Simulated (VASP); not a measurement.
Set up this calculation in VASP 6.6.1, as the native input.

| Quantity | Value |
| --- | --- |
| Task | single point |
| Functional | PBE |
| Potentials or basis | VASP PAW PBE potentials, release 64 (Mo_sv) |
| Cutoff | 500 eV |
| k mesh | 12 × 12 × 12 |
| Occupations | methfessel-paxton, width 0.15 eV |
| Spin | no spin polarisation |
| Dipole correction | no |
| Further INCAR settings | ALGO = Normal; EDIFF = 1e-06; NBANDS = 13 |

The structure of Mo lies in POSCAR:

```
Mo
1.0
    2.7106090505     -0.0000000150     -0.0000000260
   -0.9035363360      2.5555867260     -0.0000000260
   -0.9035363360     -1.2777933255      2.2132030480
Mo
1
Direct
    0.0000000000      0.0000000000      0.0000000000
```

The input as run:

INCAR

```
  PREC = Accurate
  ENCUT = 500
  EDIFF = 1E-6
  ISMEAR = 1
  SIGMA = 0.15
  LREAL = False
  LASPH = True
  NELM = 120
  ALGO = Normal
  ISIF = 2
  LWAVE = False
  LCHARG = True
  GGA = PE
  LELF = True
  LVHAR = True
  NBANDS = 13
  GGA_COMPAT = False
```

KPOINTS

```
regular mesh
0
Gamma
  12 12 12
```

Potentials or basis: VASP PAW PBE potentials, release 64 (Mo_sv).

The run is started by

```bash
$ cat potpaw_PBE.64/Mo_sv/POTCAR > POTCAR
$ mpirun -np 1 vasp_std > vasp.out
```

Results of the run:

- Pressure: 8.6 GPa
- Band gap on the k mesh: zero (band 7 reaches 17.00 eV, above the bottom of band 8 at 11.51 eV)

Run time: 22 s on 1 thread of AMD EPYC 7R13, on a shared host, peak memory 0.1 GiB.
